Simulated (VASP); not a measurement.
# BN (P6_3/mmc) in VASP: single point with LDA

Aim: the single point of BN with LDA.

Program: VASP 6.6.1. These are calculated values, not measurements. Logs are shortened: lines on timing, memory, paths and dates and some standing lists are left out, and cuts for length are marked.

## 1. The cell of the first run

The structure is hexagonal, space group P6_3/mmc (No. 194). Conventional cell: a = 2.504 Å, b = 2.504 Å, c = 6.661 Å, α = 90.00°, β = 90.00°, γ = 120.00°. B (site symmetry -6m2) has 3 N at 1.45 Å within 1.9 Å. Within 1.9 Å of N (site symmetry -6m2) lie 3 B at 1.45 Å.

## 2. Single point, LDA

File INCAR:

```
PREC = Accurate
ENCUT = 520
EDIFF = 1E-7
ISMEAR = 0
SIGMA = 0.05
LREAL = F
LASPH = T
NELM = 80
ALGO = Normal
ISIF = 2
LWAVE = F
LCHARG = F
GGA = CA
NBANDS = 16
```

File KPOINTS:

```
Automatic mesh
0
Gamma
  12 12 4
```

File POSCAR:

```
BN
1.0
    2.5039917043      0.0000000000      0.0000000000
   -1.2519958522      2.1685204268      0.0000000000
    0.0000000000      0.0000000000      6.6612000000
B N
2 2
Direct
    0.3333333333      0.6666666667      0.2500000000
    0.6666666667      0.3333333333      0.7500000000
    0.3333333333      0.6666666667      0.7500000000
    0.6666666667      0.3333333333      0.2500000000
```

Potentials or basis: VASP PAW LDA potentials, release 64 (B, N).

On the command line:

```console
cat potpaw_LDA.64/B/POTCAR potpaw_LDA.64/N/POTCAR > POTCAR
mpirun -np 1 vasp_std > vasp.out
```

OUTCAR:

```text
PREC = Accurate
   ENCUT = 520
   EDIFF = 1E-7
   ISMEAR = 0
   LREAL = F
   LASPH = T
   NELM = 80
   ISIF = 2
   GGA = CA

 ion  position               nearest neighbor table
   1  0.333  0.667  0.250-   4 1.45   4 1.45   4 1.45
   2  0.667  0.333  0.750-   3 1.45   3 1.45   3 1.45
   3  0.333  0.667  0.750-   2 1.45   2 1.45   2 1.45
   4  0.667  0.333  0.250-   1 1.45   1 1.45   1 1.45

  LATTYP: Found a hexagonal cell.
 ALAT       =     2.5039917043
 C/A-ratio  =     2.6602324555

  Lattice vectors:

 A1 = (   2.5039917043,   0.0000000000,   0.0000000000)
 A2 = (  -1.2519958522,   2.1685204268,   0.0000000000)
 A3 = (   0.0000000000,   0.0000000000,   6.6612000000)

Analysis of symmetry for initial positions (statically):
=====================================================================
 Subroutine PRICEL returns:
 Original cell was already a primitive cell.

 Routine SETGRP: Setting up the symmetry group for a
 hexagonal supercell.

 Subroutine GETGRP returns: Found 24 space group operations
 (whereof 12 operations were pure point group operations)
 out of a pool of 24 trial point group operations.

The static configuration has the point symmetry D_3d.
 The point group associated with its full space group is D_6h.

Analysis of symmetry for dynamics (positions and initial velocities):
=====================================================================
 Subroutine PRICEL returns:
 Original cell was already a primitive cell.

 Routine SETGRP: Setting up the symmetry group for a
 hexagonal supercell.

 Subroutine GETGRP returns: Found 24 space group operations
 (whereof 12 operations were pure point group operations)
 out of a pool of 24 trial point group operations.

The dynamic configuration has the point symmetry D_3d.
 The point group associated with its full space group is D_6h.

 Subroutine INISYM returns: Found 24 space group operations
 (whereof 12 operations are pure point group operations),
 and found     1 'primitive' translations

----------------------------------------------------------------------------------------

                                     Primitive cell

  volume of cell :      36.1700

  direct lattice vectors                    reciprocal lattice vectors
     2.503991704  0.000000000  0.000000000     0.399362345  0.230571958  0.000000000
    -1.251995852  2.168520427  0.000000000     0.000000000  0.461143915  0.000000000
[... 92 lines left out ...]
   NSW    =      0    number of steps for IOM
   IBRION =     -1    ionic relax: 0-MD 1-quasi-New 2-CG
   NFREE  =      0    steps in history (QN), initial steepest desc. (CG)
   ISIF   =      2    stress and relaxation
   ISYM   =      2    0-nonsym 1-usesym 2-fastsym
   POTIM  = 0.5000    time-step for ionic-motion
   TEBEG  =    0.0;   TEEND  =   0.0 temperature during run
   PSTRESS=    0.0 pullay stress
   NELECT =      16.0000    total number of electrons
   NUPDOWN=      -1.0000    fix difference up-down
   EMIN   =  10.00;   EMAX   =-10.00  energy-range for DOS
   EFERMI =   0.00;   METHOD = LEGACY
   ISMEAR =     0;   SIGMA  =   0.05  broadening in eV -4-tet -1-fermi 0-gaus
   EFERMI_NEDOS =   21; number of points for ismear=-14 and -15
   IALGO  =     38    algorithm
   IMIX   =      4    mixing-type and parameters
     AMIX     =   0.40;   BMIX     =  1.00
     AMIX_MAG =   1.60;   BMIX_MAG =  1.00
  volume/ion in A,a.u.               =       9.04        61.02
  Fermi-wavevector in a.u.,A,eV,Ry     =   1.247379  2.357205 21.170055  1.555955
  Thomas-Fermi vector in A             =   2.381514
   LORBIT       =      0    0 simple, 1 ext, 2 COOP (PROOUT), +10 PAW based schemes
   GGA     = CA    functional components
   LHFCALC =     F    Hartree Fock is set to
   AEXX    =    0.0000 exact exchange contribution
   IVDW    =     0    specifies the selected vdW correction
   LEPSILON=     F    determine dielectric tensor
   LRPA    =     F    only Hartree local field effects (RPA)
 non-spin polarized calculation
 Gauss-broadening in eV      SIGMA  =   0.05
  energy-cutoff  :      520.00
  volume of cell :       36.17
 maximum number of plane-waves:       992
 NGX is ok and might be reduce to    20
   NGX =  9   NGY =  9   NGZ = 25

 number of electron      16.0000003 magnetization

 Free energy of the ion-electron system (eV)
  ---------------------------------------------------
  ext. energy  EPLUGINS =         0.00000000
  ---------------------------------------------------
  free energy    TOTEN  =       -38.57202041 eV

  energy without entropy =      -38.57202041  energy(sigma->0) =      -38.57202041

 E-fermi :   2.3665     XC(G=0): -10.5012

 val. band max:        2.1200878656   @ k =   0.3333   0.3333   0.5000
 cond. band min:       6.2005497669   @ k =   0.5000   0.0000   0.0000
 fundamental gap:      4.0804619013
 Fermi energy:         2.3665038862

 k-point     1 :       0.0000    0.0000    0.0000
  band No.  band energies     occupation
      1     -15.4659      2.00000
      2     -15.1579      2.00000
      3      -4.1969      2.00000
      4      -2.0128      2.00000
      5       0.7782      2.00000
      6       0.7782      2.00000
[... 433 lines left out ...]
      3      -4.7209      2.00000
      4      -4.6620      2.00000
      5      -1.4742      2.00000
      6      -1.4311      2.00000
[... 8 lines left out ...]
     15      18.6195      0.00000
     16      20.5247      0.00000

 [... further k-points ...]

------------------------ aborting loop because EDIFF is reached ----------------------------------------

  FORCE on cell =-STRESS in cart. coord.  units (eV):
  Direction    XX          YY          ZZ          XY          YZ          ZX
  --------------------------------------------------------------------------------------
  -------------------------------------------------------------------------------------
  Total       -1.3173384     -1.3173384     -0.1786672      0.0000000      0.0000000      0.0000000
  in kB      -58.3524469    -58.3524469     -7.9141901      0.0000000      0.0000000      0.0000000
  external PRESSURE =     -41.5396946 kB  Pullay stress =       0.0000000 kB

 VOLUME and BASIS-vectors are now :
 -----------------------------------------------------------------------------
  energy-cutoff  :      520.00
  volume of cell :       36.17
      direct lattice vectors                 reciprocal lattice vectors
     2.503991704  0.000000000  0.000000000     0.399362345  0.230571958  0.000000000
    -1.251995852  2.168520427  0.000000000     0.000000000  0.461143915  0.000000000
     0.000000000  0.000000000  6.661200000     0.000000000  0.000000000  0.150123101

 POSITION                                       TOTAL-FORCE (eV/Angst)
 -----------------------------------------------------------------------------------
     -0.00000      1.44568      1.66530        -0.000000      0.000000      0.000000
      1.25200      0.72284      4.99590         0.000000     -0.000000      0.000000
     -0.00000      1.44568      4.99590         0.000000      0.000000      0.000000
      1.25200      0.72284      1.66530        -0.000000     -0.000000      0.000000
 -----------------------------------------------------------------------------------
    total drift:                               -0.000000      0.000000      0.000000

  FREE ENERGIE OF THE ION-ELECTRON SYSTEM (eV)
  ---------------------------------------------------
  free  energy   TOTEN  =       -38.5720204114 eV

  energy  without entropy=      -38.5720204114  energy(sigma->0) =      -38.57202041
```

OSZICAR:

```text
N       E                     dE             d eps       ncg     rms          rms(c)
DAV:   1     0.433619183778E+02    0.43362E+02   -0.80369E+03  1824   0.926E+02
DAV:   2    -0.395724476128E+02   -0.82934E+02   -0.74629E+02  2536   0.206E+02
DAV:   3    -0.425182374221E+02   -0.29458E+01   -0.29331E+01  2456   0.386E+01
DAV:   4    -0.425348850642E+02   -0.16648E-01   -0.16646E-01  2208   0.330E+00
DAV:   5    -0.425350365512E+02   -0.15149E-03   -0.15149E-03  2376   0.296E-01    0.110E+01
DAV:   6    -0.390430274592E+02    0.34920E+01   -0.57871E+00  2144   0.180E+01    0.477E+00
DAV:   7    -0.386938415308E+02    0.34919E+00   -0.46123E-01  2456   0.470E+00    0.298E+00
DAV:   8    -0.385778601732E+02    0.11598E+00   -0.28275E-01  2328   0.355E+00    0.486E-01
DAV:   9    -0.385720153027E+02    0.58449E-02   -0.16927E-02  2128   0.994E-01    0.183E-01
DAV:  10    -0.385720041357E+02    0.11167E-04   -0.75312E-04  2344   0.203E-01    0.258E-02
DAV:  11    -0.385720203157E+02   -0.16180E-04   -0.22692E-05  2184   0.394E-02    0.176E-02
DAV:  12    -0.385720204275E+02   -0.11183E-06   -0.56604E-06  2192   0.167E-02    0.134E-03
DAV:  13    -0.385720204114E+02    0.16092E-07   -0.28561E-07  2344   0.356E-03
   1 F= -.38572020E+02 E0= -.38572020E+02  d E =-.107634E-13
```

stdout:

```text
POSCAR found type information on POSCAR B N
 POSCAR found :  2 types and       4 ions
 scaLAPACK will be used
 LDA part: xc-table for (Slater(with rela. corr.)+CA(PZ))
 , standard interpolation
 POSCAR, INCAR and KPOINTS ok, starting setup
 FFT: planning ... GRIDC
 FFT: planning ... GRID_SOFT
 FFT: planning ... GRID
 WAVECAR not read
 entering main loop
```

Wall time 45 s (1 thread of Intel Xeon 8259CL, shared host); peak memory 0.15 GiB.

Results:

- Free energy: -38.5720 eV
- Pressure: -4.2 GPa
- Band gap on the k mesh: 4.08 eV, indirect (least direct gap 4.50 eV)
